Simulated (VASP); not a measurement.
# Ga2SeS3 (P6/mmm) in VASP: a series of runs

The runs below take Ga2SeS3 through single point, with PBE.

Program: VASP 6.6.1. These are calculated values, not measurements. Logs are shortened: lines on timing, memory, paths and dates and some standing lists are left out, and cuts for length are marked.

**1. The cell of the first run**

The structure is hexagonal, space group P6/mmm (No. 191). Conventional cell: a = 7.530 Å, b = 7.530 Å, c = 3.890 Å, α = 90.00°, β = 90.00°, γ = 120.00°. Ga (site symmetry -6m2) has 3 S at 2.17 Å within 2.9 Å. Within 4.9 Å of Se (site symmetry 6/mmm) lie 6 S at 3.76 Å and 2 Se at 3.89 Å and 6 Ga at 4.35 Å. Within 2.9 Å of S (site symmetry mmm) lie 2 Ga at 2.17 Å.

The cell was built from a structure type or drawn by symmetry, and may not be a known phase.

**2. Single point, PBE**

File INCAR:

```
SYSTEM = Ga2SeS3
PREC = Accurate ; ENCUT = 500
EDIFF = 1E-6 ; ISMEAR = 0
SIGMA = 0.15 ; LREAL = .FALSE.
LASPH = .TRUE. ; NELM = 120
ALGO = Normal ; ISIF = 2
LWAVE = .FALSE. ; LCHARG = .TRUE.
GGA = PE ; LELF = .TRUE.
LVHAR = .TRUE. ; NBANDS = 34
GGA_COMPAT = .FALSE.
```

File KPOINTS:

```
regular mesh
0
G
  3 3 3
  0 0 0
```

File POSCAR:

```
Ga2SeS3
1.0
    7.5298958340      0.0000000000      0.0000000000
   -3.7649479170      6.5210810801      0.0000000000
    0.0000000000      0.0000000000      3.8900312085
Ga Se S
2 1 3
Direct
    0.3333333333      0.6666666667      0.0000000000
    0.6666666667      0.3333333333      0.0000000000
    0.0000000000      0.0000000000      0.0000000000
    0.5000000000      0.0000000000      0.0000000000
    0.0000000000      0.5000000000      0.0000000000
    0.5000000000      0.5000000000      0.0000000000
```

Potentials or basis: VASP PAW PBE potentials, release 64 (Ga_d, Se, S).

Run with:

```bash
$ cat potpaw_PBE.64/Ga_d/POTCAR potpaw_PBE.64/Se/POTCAR potpaw_PBE.64/S/POTCAR > POTCAR
$ mpirun -np 1 vasp_std > vasp.out
```

OUTCAR:

```text
SYSTEM = Ga2SeS3
   PREC = Accurate
   ENCUT = 500
   EDIFF = 1E-6
   ISMEAR = 0
   LREAL = .FALSE.
   LASPH = .TRUE.
   NELM = 120
   ISIF = 2
   GGA = PE

 ion  position               nearest neighbor table
   1  0.333  0.667  0.000-   5 2.17   4 2.17   6 2.17
   2  0.667  0.333  0.000-   5 2.17   4 2.17   6 2.17
   3  0.000  0.000  0.000-
   4  0.500  0.000  0.000-   1 2.17   2 2.17
   5  0.000  0.500  0.000-   1 2.17   2 2.17
   6  0.500  0.500  0.000-   1 2.17   2 2.17

  LATTYP: Found a hexagonal cell.
 ALAT       =     7.5298958340
 C/A-ratio  =     0.5166115567

  Lattice vectors:

 A1 = (   7.5298958340,   0.0000000000,   0.0000000000)
 A2 = (  -3.7649479170,   6.5210810801,   0.0000000000)
 A3 = (   0.0000000000,   0.0000000000,   3.8900312085)

Analysis of symmetry for initial positions (statically):
=====================================================================
 Subroutine PRICEL returns:
 Original cell was already a primitive cell.

 Routine SETGRP: Setting up the symmetry group for a
 hexagonal supercell.

 Subroutine GETGRP returns: Found 24 space group operations
 (whereof 24 operations were pure point group operations)
 out of a pool of 24 trial point group operations.

The static configuration has the point symmetry D_6h.

Analysis of symmetry for dynamics (positions and initial velocities):
=====================================================================
 Subroutine PRICEL returns:
 Original cell was already a primitive cell.

 Routine SETGRP: Setting up the symmetry group for a
 hexagonal supercell.

 Subroutine GETGRP returns: Found 24 space group operations
 (whereof 24 operations were pure point group operations)
 out of a pool of 24 trial point group operations.

The dynamic configuration has the point symmetry D_6h.

 Subroutine INISYM returns: Found 24 space group operations
 (whereof 24 operations are pure point group operations),
 and found     1 'primitive' translations

----------------------------------------------------------------------------------------

                                     Primitive cell

  volume of cell :     191.0124

  direct lattice vectors                    reciprocal lattice vectors
     7.529895834  0.000000000  0.000000000     0.132803962  0.076674403  0.000000000
[... 75 lines left out ...]
   EDIFF  = 0.1E-05   stopping-criterion for ELM
   LREAL  =      F    real-space projection
   EDIFFG = 0.1E-04   stopping-criterion for IOM
   NSW    =      0    number of steps for IOM
   IBRION =     -1    ionic relax: 0-MD 1-quasi-New 2-CG
   NFREE  =      0    steps in history (QN), initial steepest desc. (CG)
   ISIF   =      2    stress and relaxation
   ISYM   =      2    0-nonsym 1-usesym 2-fastsym
   POTIM  = 0.5000    time-step for ionic-motion
   TEBEG  =    0.0;   TEEND  =   0.0 temperature during run
   PSTRESS=    0.0 pullay stress
   NELECT =      50.0000    total number of electrons
   NUPDOWN=      -1.0000    fix difference up-down
   EMIN   =  10.00;   EMAX   =-10.00  energy-range for DOS
   EFERMI =   0.00;   METHOD = LEGACY
   ISMEAR =     0;   SIGMA  =   0.15  broadening in eV -4-tet -1-fermi 0-gaus
   EFERMI_NEDOS =   21; number of points for ismear=-14 and -15
   IALGO  =     38    algorithm
   IMIX   =      4    mixing-type and parameters
     AMIX     =   0.40;   BMIX     =  1.00
     AMIX_MAG =   1.60;   BMIX_MAG =  1.00
  volume/ion in A,a.u.               =      31.84       214.84
  Fermi-wavevector in a.u.,A,eV,Ry     =   1.047235  1.978988 14.921534  1.096702
  Thomas-Fermi vector in A             =   2.182107
   LORBIT       =      0    0 simple, 1 ext, 2 COOP (PROOUT), +10 PAW based schemes
   GGA     = PE    functional components
   LHFCALC =     F    Hartree Fock is set to
   AEXX    =    0.0000 exact exchange contribution
   IVDW    =     0    specifies the selected vdW correction
   LEPSILON=     F    determine dielectric tensor
   LRPA    =     F    only Hartree local field effects (RPA)
 non-spin polarized calculation
 Gauss-broadening in eV      SIGMA  =   0.15
  energy-cutoff  :      500.00
  volume of cell :      191.01
 maximum number of plane-waves:      4874
 NGX is ok and might be reduce to    56
   NGX = 27   NGY = 27   NGZ = 15

 number of electron      49.9999998 magnetization

 Free energy of the ion-electron system (eV)
  ---------------------------------------------------
  ext. energy  EPLUGINS =         0.00000000
  ---------------------------------------------------
  free energy    TOTEN  =       -18.90829340 eV

  energy without entropy =      -18.86437183  energy(sigma->0) =      -18.88633261

 E-fermi :   0.5716     XC(G=0):  -7.6989

 val. band max:        0.3839095576   @ k =   0.3333   0.3333   0.3333
 cond. band min:       0.6224160559   @ k =   0.3333   0.0000   0.0000
 fundamental gap:      0.2385064983
 Fermi energy:         0.5715926991

 k-point     1 :       0.0000    0.0000    0.0000
  band No.  band energies     occupation
      1     -15.2472      2.00000
      2     -15.1966      2.00000
      3     -15.1966      2.00000
      4     -15.0953      2.00000
      5     -15.0320      2.00000
      6     -15.0320      2.00000
[... 211 lines left out ...]
     33       7.7108      0.00000
     34       7.7271      0.00000

------------------------ aborting loop because EDIFF is reached ----------------------------------------

  FORCE on cell =-STRESS in cart. coord.  units (eV):
  Direction    XX          YY          ZZ          XY          YZ          ZX
  --------------------------------------------------------------------------------------
  -------------------------------------------------------------------------------------
  Total       -0.1540536     -0.1540536     -0.0470977      0.0000000      0.0000000      0.0000000
  in kB       -1.2921734     -1.2921734     -0.3950469      0.0000000      0.0000000      0.0000000
  external PRESSURE =      -0.9931312 kB  Pullay stress =       0.0000000 kB

 VOLUME and BASIS-vectors are now :
 -----------------------------------------------------------------------------
  energy-cutoff  :      500.00
  volume of cell :      191.01
      direct lattice vectors                 reciprocal lattice vectors
     7.529895834  0.000000000  0.000000000     0.132803962  0.076674403  0.000000000
    -3.764947917  6.521081080  0.000000000     0.000000000  0.153348806  0.000000000
     0.000000000  0.000000000  3.890031208     0.000000000  0.000000000  0.257067346

 POSITION                                       TOTAL-FORCE (eV/Angst)
 -----------------------------------------------------------------------------------
     -0.00000      4.34739      0.00000         0.000000     -0.000000      0.000000
      3.76495      2.17369      0.00000        -0.000000      0.000000     -0.000000
      0.00000      0.00000      0.00000        -0.000000      0.000000      0.000000
      3.76495      0.00000      0.00000         0.000000      0.000000      0.000000
     -1.88247      3.26054      0.00000        -0.000000      0.000000      0.000000
      1.88247      3.26054      0.00000         0.000000      0.000000      0.000000
 -----------------------------------------------------------------------------------
    total drift:                                0.000000     -0.000000     -0.000000

  FREE ENERGIE OF THE ION-ELECTRON SYSTEM (eV)
  ---------------------------------------------------
  free  energy   TOTEN  =       -18.9082933969 eV

  energy  without entropy=      -18.8643718327  energy(sigma->0) =      -18.88633261
```

OSZICAR:

```text
N       E                     dE             d eps       ncg     rms          rms(c)
DAV:   1     0.408646936691E+03    0.40865E+03   -0.21540E+04   418   0.162E+03
DAV:   2     0.401928564928E+02   -0.36845E+03   -0.34885E+03   480   0.419E+02
DAV:   3    -0.171734681735E+02   -0.57366E+02   -0.55488E+02   520   0.139E+02
DAV:   4    -0.204769147326E+02   -0.33034E+01   -0.32654E+01   542   0.345E+01
DAV:   5    -0.205925854625E+02   -0.11567E+00   -0.11556E+00   584   0.561E+00    0.980E+00
DAV:   6    -0.190021436110E+02    0.15904E+01   -0.26692E+00   616   0.315E+01    0.731E+00
DAV:   7    -0.189054768754E+02    0.96667E-01   -0.72216E-01   544   0.583E+00    0.364E+00
DAV:   8    -0.189069742971E+02   -0.14974E-02   -0.18381E-01   540   0.514E+00    0.114E+00
DAV:   9    -0.189080153448E+02   -0.10410E-02   -0.15938E-02   552   0.144E+00    0.264E-01
DAV:  10    -0.189085065867E+02   -0.49124E-03   -0.51250E-03   572   0.773E-01    0.258E-01
DAV:  11    -0.189081174943E+02    0.38909E-03   -0.14378E-03   486   0.336E-01    0.854E-02
DAV:  12    -0.189083194457E+02   -0.20195E-03   -0.74706E-04   522   0.125E-01    0.636E-02
DAV:  13    -0.189082907923E+02    0.28653E-04   -0.10321E-04   502   0.752E-02    0.315E-02
DAV:  14    -0.189082943565E+02   -0.35642E-05   -0.22466E-05   476   0.305E-02    0.697E-03
DAV:  15    -0.189082933013E+02    0.10552E-05   -0.21566E-06   436   0.143E-02    0.502E-03
DAV:  16    -0.189082933969E+02   -0.95540E-07   -0.62841E-07   300   0.599E-03
   1 F= -.18908293E+02 E0= -.18886333E+02  d E =-.439216E-01
```

stdout:

```text
POSCAR found type information on POSCAR GaSeS
 POSCAR found :  3 types and       6 ions
 scaLAPACK will be used
 LDA part: xc-table for (Slater+PW92), standard interpolation
 POSCAR, INCAR and KPOINTS ok, starting setup
 FFT: planning ... GRIDC
 FFT: planning ... GRID_SOFT
 FFT: planning ... GRID
 WAVECAR not read
 entering main loop
```

Wall time 43 s (1 thread of Intel Xeon Platinum 8559C (Emerald Rapids), shared host); peak memory 0.29 GiB.

Results:

```
Free energy            : -18.9083 eV
Pressure               : -0.1 GPa
Band gap on the k mesh : zero (bands 25 and 26 overlap by 0.40 eV)
```

Stress tensor (GPa, compression positive):
```
-0.13  0.00  0.00
 0.00 -0.13  0.00
 0.00  0.00 -0.04
```

Caveat: the k points lie up to 0.54 Å⁻¹ apart.

**3. Single point, PBE**

This run uses another cell than the first one, of 33.99 Å³/atom.

File INCAR:

```
PREC     = Accurate       # precision mode
ENCUT    = 500            # plane-wave cutoff, eV
EDIFF    = 1E-6           # SCF threshold, eV
ISMEAR   = 0              # smearing method
SIGMA    = 0.15           # smearing width, eV
LREAL    = F              # projectors in reciprocal space
LASPH    = T              # aspherical terms in the spheres
NELM     = 120            # most SCF steps
ALGO     = Normal         # electronic algorithm
ISIF     = 2              # what is computed and relaxed
LWAVE    = F              # write WAVECAR
LCHARG   = T              # write CHGCAR
GGA      = PE             # functional
LELF     = T              # ELF
LVHAR    = T            
NBANDS   = 34             # bands
GGA_COMPAT= F
```

File KPOINTS:

```
regular mesh
0
Gamma
  3 3 2
```

File POSCAR:

```
Ga2SeS3
1.0
    5.1597953276     -0.0000000031      0.0000000000
   -2.5798976611      4.4685138336      0.0000000000
    0.0000000000      0.0000000000      8.8460624783
Ga Se S
2 1 3
Direct
    0.3333333333      0.6666666667      0.5000000000
    0.6666666667      0.3333333333      0.5000000000
    0.0000000000      0.0000000000      0.0000000000
    0.0000000000      0.0000000000      0.7442906686
    0.0000000000      0.0000000000      0.2557093314
    0.0000000000      0.0000000000      0.5000000000
```

Potentials or basis: VASP PAW PBE potentials, release 64 (Ga_d, Se, S).

Run with:

```bash
$ cat potpaw_PBE.64/Ga_d/POTCAR potpaw_PBE.64/Se/POTCAR potpaw_PBE.64/S/POTCAR > POTCAR
$ mpirun -np 1 vasp_std > vasp.out
```

OUTCAR:

```text
PREC = Accurate
   ENCUT = 500
   EDIFF = 1E-6
   ISMEAR = 0
   LREAL = F
   LASPH = T
   NELM = 120
   ISIF = 2
   GGA = PE

 ion  position               nearest neighbor table
   1  0.333  0.667  0.500-
   2  0.667  0.333  0.500-
   3  0.000  0.000  0.000-   4 2.26   5 2.26
   4  0.000  0.000  0.744-   6 2.16   3 2.26
   5  0.000  0.000  0.256-   6 2.16   3 2.26
   6  0.000  0.000  0.500-   4 2.16   5 2.16

  LATTYP: Found a hexagonal cell.
 ALAT       =     5.1597953276
 C/A-ratio  =     1.7144211963

  Lattice vectors:

 A1 = (   5.1597953276,  -0.0000000031,   0.0000000000)
 A2 = (  -2.5798976611,   4.4685138336,   0.0000000000)
 A3 = (   0.0000000000,   0.0000000000,   8.8460624783)

Analysis of symmetry for initial positions (statically):
=====================================================================
 Subroutine PRICEL returns:
 Original cell was already a primitive cell.

 Routine SETGRP: Setting up the symmetry group for a
 hexagonal supercell.

 Subroutine GETGRP returns: Found 24 space group operations
 (whereof 24 operations were pure point group operations)
 out of a pool of 24 trial point group operations.

The static configuration has the point symmetry D_6h.

Analysis of symmetry for dynamics (positions and initial velocities):
=====================================================================
 Subroutine PRICEL returns:
 Original cell was already a primitive cell.

 Routine SETGRP: Setting up the symmetry group for a
 hexagonal supercell.

 Subroutine GETGRP returns: Found 24 space group operations
 (whereof 24 operations were pure point group operations)
 out of a pool of 24 trial point group operations.

The dynamic configuration has the point symmetry D_6h.

 Subroutine INISYM returns: Found 24 space group operations
 (whereof 24 operations are pure point group operations),
 and found     1 'primitive' translations

[... 104 lines left out ...]
  volume/ion in A,a.u.               =      33.99       229.40
  Fermi-wavevector in a.u.,A,eV,Ry     =   1.024589  1.936192 14.283156  1.049782
  Thomas-Fermi vector in A             =   2.158384
   LORBIT       =      0    0 simple, 1 ext, 2 COOP (PROOUT), +10 PAW based schemes
   GGA     = PE    functional components
   LHFCALC =     F    Hartree Fock is set to
   AEXX    =    0.0000 exact exchange contribution
   IVDW    =     0    specifies the selected vdW correction
   LEPSILON=     F    determine dielectric tensor
   LRPA    =     F    only Hartree local field effects (RPA)
 non-spin polarized calculation
 Gauss-broadening in eV      SIGMA  =   0.15
  energy-cutoff  :      500.00
  volume of cell :      203.96
 maximum number of plane-waves:      5205
 NGX is ok and might be reduce to    40
   NGX = 19   NGY = 19   NGZ = 33

 number of electron      50.0000005 magnetization

 Free energy of the ion-electron system (eV)
  ---------------------------------------------------
  ext. energy  EPLUGINS =         0.00000000
  ---------------------------------------------------
  free energy    TOTEN  =       -18.33860750 eV

  energy without entropy =      -18.27497626  energy(sigma->0) =      -18.30679188

 E-fermi :   0.8497     XC(G=0):  -7.2908

 val. band max:        0.7924835990   @ k =   0.0000   0.0000   0.5000
 cond. band min:       0.8513077173   @ k =   0.3333   0.0000   0.0000
 fundamental gap:      0.0588241183
 Fermi energy:         0.8497104336

 k-point     1 :       0.0000    0.0000    0.0000
  band No.  band energies     occupation
      1     -14.7667      2.00000
      2     -14.0195      2.00000
      3     -13.9956      2.00000
      4     -13.9956      2.00000
      5     -13.9602      2.00000
      6     -13.9602      2.00000
[... 211 lines left out ...]
     33       6.0887      0.00000
     34       7.7879      0.00000

------------------------ aborting loop because EDIFF is reached ----------------------------------------

  FORCE on cell =-STRESS in cart. coord.  units (eV):
  Direction    XX          YY          ZZ          XY          YZ          ZX
  --------------------------------------------------------------------------------------
  -------------------------------------------------------------------------------------
  Total        0.0547928      0.0547928     -0.1829689      0.0000000     -0.0000000      0.0000000
  in kB        0.4304160      0.4304160     -1.4372831      0.0000000     -0.0000000      0.0000000
  external PRESSURE =      -0.1921503 kB  Pullay stress =       0.0000000 kB

 VOLUME and BASIS-vectors are now :
 -----------------------------------------------------------------------------
  energy-cutoff  :      500.00
  volume of cell :      203.96
      direct lattice vectors                 reciprocal lattice vectors
     5.159795328 -0.000000003  0.000000000     0.193806137  0.111894025  0.000000000
    -2.579897661  4.468513834  0.000000000     0.000000000  0.223788051  0.000000000
     0.000000000  0.000000000  8.846062478     0.000000000  0.000000000  0.113044646

 POSITION                                       TOTAL-FORCE (eV/Angst)
 -----------------------------------------------------------------------------------
      0.00000      2.97901      4.42303         0.000000      0.000000     -0.000000
      2.57990      1.48950      4.42303        -0.000000     -0.000000     -0.000000
      0.00000      0.00000      0.00000        -0.000000      0.000000     -0.000000
      0.00000      0.00000      6.58404        -0.000000      0.000000     -0.014497
      0.00000      0.00000      2.26202        -0.000000      0.000000      0.014497
      0.00000      0.00000      4.42303        -0.000000      0.000000     -0.000000
 -----------------------------------------------------------------------------------
    total drift:                               -0.000000      0.000000      0.000000

  FREE ENERGIE OF THE ION-ELECTRON SYSTEM (eV)
  ---------------------------------------------------
  free  energy   TOTEN  =       -18.3386074987 eV

  energy  without entropy=      -18.2749762649  energy(sigma->0) =      -18.30679188
```

OSZICAR:

```text
N       E                     dE             d eps       ncg     rms          rms(c)
DAV:   1     0.393113372001E+03    0.39311E+03   -0.21498E+04   424   0.157E+03
DAV:   2     0.363892324088E+02   -0.35672E+03   -0.33798E+03   496   0.406E+02
DAV:   3    -0.161136858071E+02   -0.52503E+02   -0.51015E+02   528   0.130E+02
DAV:   4    -0.188310101937E+02   -0.27173E+01   -0.26411E+01   552   0.309E+01
DAV:   5    -0.189075847029E+02   -0.76575E-01   -0.76379E-01   584   0.440E+00    0.172E+01
DAV:   6    -0.184270349943E+02    0.48055E+00   -0.10499E+00   564   0.956E+00    0.858E+00
DAV:   7    -0.184571985804E+02   -0.30164E-01   -0.71680E-01   526   0.515E+00    0.619E+00
DAV:   8    -0.183527179880E+02    0.10448E+00   -0.28475E-01   594   0.338E+00    0.117E+00
DAV:   9    -0.183377986278E+02    0.14919E-01   -0.51479E-02   484   0.129E+00    0.727E-01
DAV:  10    -0.183378934725E+02   -0.94845E-04   -0.49357E-03   536   0.328E-01    0.497E-01
DAV:  11    -0.183389166872E+02   -0.10232E-02   -0.10260E-03   452   0.196E-01    0.233E-01
DAV:  12    -0.183386258634E+02    0.29082E-03   -0.80378E-04   582   0.224E-01    0.167E-01
DAV:  13    -0.183386092245E+02    0.16639E-04   -0.10010E-04   466   0.679E-02    0.831E-02
DAV:  14    -0.183386072155E+02    0.20091E-05   -0.94110E-06   540   0.156E-02    0.814E-02
DAV:  15    -0.183386024126E+02    0.48029E-05   -0.17125E-05   444   0.197E-02    0.278E-02
DAV:  16    -0.183386079441E+02   -0.55315E-05   -0.18585E-05   474   0.187E-02    0.191E-02
DAV:  17    -0.183386074987E+02    0.44538E-06   -0.18653E-06   436   0.742E-03
   1 F= -.18338607E+02 E0= -.18306792E+02  d E =-.636312E-01
```

stdout:

```text
POSCAR found type information on POSCAR GaSeS
 POSCAR found :  3 types and       6 ions
 scaLAPACK will be used
 LDA part: xc-table for (Slater+PW92), standard interpolation
 POSCAR, INCAR and KPOINTS ok, starting setup
 FFT: planning ... GRIDC
 FFT: planning ... GRID_SOFT
 FFT: planning ... GRID
 WAVECAR not read
 entering main loop
```

It took 77 s on 1 thread of Intel Xeon Platinum 8559C (Emerald Rapids), shared host; peak memory 0.33 GiB.

Results:

* Free energy: -18.3386 eV
* Pressure: 0.0 GPa
* Largest force: 0.014 eV/Å
* Band gap on the k mesh: zero (bands 25 and 26 overlap by 0.89 eV)

Forces on the atoms (eV/Å):
```
Ga   0.000  0.000  0.000
Ga   0.000  0.000  0.000
Se   0.000  0.000  0.000
S    0.000  0.000 -0.014
S    0.000  0.000  0.014
S    0.000  0.000  0.000
```

Levels at points of the mesh, in eV from the Fermi level:
| k point | band 23 | band 24 | band 25 | band 26 | band 27 | band 28 |
| --- | --- | --- | --- | --- | --- | --- |
| (0.00, 0.00, 0.00) | -1.87 | -0.06 | -0.06 | 0.02 | 0.24 | 0.61 |
| (0.00, 0.00, 0.50) | -0.79 | -0.79 | -0.19 | -0.19 | -0.06 | -0.06 |

Caveat: the k points lie up to 0.47 Å⁻¹ apart, too coarse for converged energies and pressures of a metal.
